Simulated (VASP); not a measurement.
# Ga: single point with BLYP

Ga:

```
Ga
1.0
     0.00000    2.93972    2.93972
     2.93972    0.00000    2.93972
     2.93972    2.93972    0.00000
Ga
2
Direct
  0.12500 0.12500 0.12500
  0.87500 0.87500 0.87500
```

This cell differs from its parent crystal: volume scaled by 0.92.

| Quantity | Value |
| --- | --- |
| Program | VASP 6.6.1 |
| Task | single point |
| Functional | BLYP |
| Potentials or basis | VASP PAW PBE potentials, release 64 (Ga_d) |
| Cutoff | 520 eV |
| k mesh | 10 × 10 × 10 |
| Occupations | fermi-dirac, width 0.1 eV |
| Spin | no spin polarisation |
| Dipole correction | no |
| Further INCAR settings | ALGO = Normal; EDIFF = 1e-07; NBANDS = 20 |

- Pressure: 2.9 GPa
- Band gap on the k mesh: zero (band 13 reaches 5.70 eV, above the bottom of band 14 at 1.73 eV)

Levels at points of the mesh, in eV from the Fermi level:
```
           k point  band 11  band 12  band 13  band 14  band 15  band 16
(0.00, 0.00, 0.00)    -9.36     2.68     2.68     2.68     3.11     4.73
(0.50, 0.00, 0.00)    -7.26    -4.61     1.22     1.22     2.81     5.78
(0.50, 0.50, 0.00)    -5.59    -5.59    -0.49    -0.49     2.93     2.93
```

Wall time 45 s on 1 thread of Intel(R) Xeon(R) Platinum 8488C (Sapphire Rapids) (shared host), peak memory 0.19 GiB.

Caveat: the PAW data sets were made with another functional, which shifts forces and pressure a little.
